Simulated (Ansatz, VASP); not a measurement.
One calculation of NaH, two programs

```xyz
2
Lattice="0.0000 2.4400 2.3912 2.4400 0.0000 2.3912 2.4400 2.4400 0.0000" Properties=species:S:1:pos:R:3 pbc="T T T"
Na    0.0000    0.0000    0.0000
H     2.4400    2.4400    2.3912
```

Change from the starting cell: zz strain of -2 %, crystal datasets.

Alike in both runs: task electric field gradients; functional PBEsol; k mesh 9 × 9 × 9; occupations fermi-dirac, width 0.03 eV; no spin polarisation.

```csv
,VASP,Ansatz
version,VASP 6.6.1,Ansatz 0.2.0
potentials or method,"VASP PAW PBE potentials, release 64 (Na_pv, H), cutoff 520 eV","all-electron PAW with datasets made for the crystal, scalar-relativistic"
```

```tsv
	VASP	Ansatz	Ansatz less VASP
gap on the k mesh at the Fermi level (eV)	3.82	3.82	+0.002
pressure (GPa)	-0.8	-0.8	0.00
traceless stress, the component that is largest in VASP (GPa)	0.42	0.41	-0.007
size of Vzz on the site where it differs most (V/Å²)	1.9	1.7	-0.12
```

VASP's potentials were made for PBE, not for PBEsol. Ansatz ran all-electron here, and VASP with PAW potentials.
